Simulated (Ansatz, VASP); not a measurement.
# Two plane-wave programs on NaCl

```
Na Cl
1.0
     0.00000    2.94502    2.83175
     2.94502    0.00000    2.83175
     2.94502    2.94502    0.00000
Na Cl
1 1
Direct
  0.00000 0.00000 0.00000
  0.50000 0.50000 0.50000
```

Change from the starting cell: strain +0.040 along x and y, +0.000 along z, atoms carried along.

Alike in both runs: task single point; functional PBE; k mesh 8 × 8 × 8; occupations gaussian, width 0.05 eV; no spin polarisation.

|  | VASP | Ansatz |
| --- | --- | --- |
| version | VASP 6.6.1 | Ansatz 0.2.0 |
| potentials or method | VASP PAW PBE potentials, release 64 (Na_pv, Cl), cutoff 520 eV | scalar-relativistic, plane waves, PAW |
| valence electrons in the cell | 14 | 16 |

|  | VASP | Ansatz | Ansatz less VASP |
| --- | --- | --- | --- |
| gap on the k mesh at the Fermi level (eV) | 4.77 | 4.77 | 0.000 |
| least direct gap on the mesh (eV) | 4.77 | 4.77 | 0.000 |
| pressure (GPa) | -1.2 | -1.2 | +0.03 |
| traceless stress, the component that is largest in VASP (GPa) | 0.69 | 0.68 | -0.006 |

VASP's potentials hold 14 valence electrons a cell and Ansatz's 16, so a difference there can come from the potentials and not from the codes.
